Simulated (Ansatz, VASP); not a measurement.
## Rb in VASP and in Ansatz

```xyz
1
Lattice="-2.8359 2.8359 2.8359 2.8359 -2.8359 2.8359 2.8359 2.8359 -2.8359" Properties=species:S:1:pos:R:3 pbc="T T T"
Rb    0.0000    0.0000    0.0000
```

Alike in both runs: task single point; functional PBE; k mesh 8 × 8 × 8; no spin polarisation.

|  | VASP | Ansatz |
| --- | --- | --- |
| version | VASP 6.6.1 | Ansatz 0.2.0 |
| potentials or method | VASP PAW PBE potentials, release 64 (Rb_sv), cutoff 520 eV | plane waves (420 eV) with PAW, scalar-relativistic |
| occupations | methfessel-paxton of order 1, width 0.01 eV | cold, width 0.01 eV |
| valence electrons in the cell | 9 | 9 |

```tsv
	VASP	Ansatz	Ansatz less VASP
pressure (GPa)	0.0	0.0	0.00
```
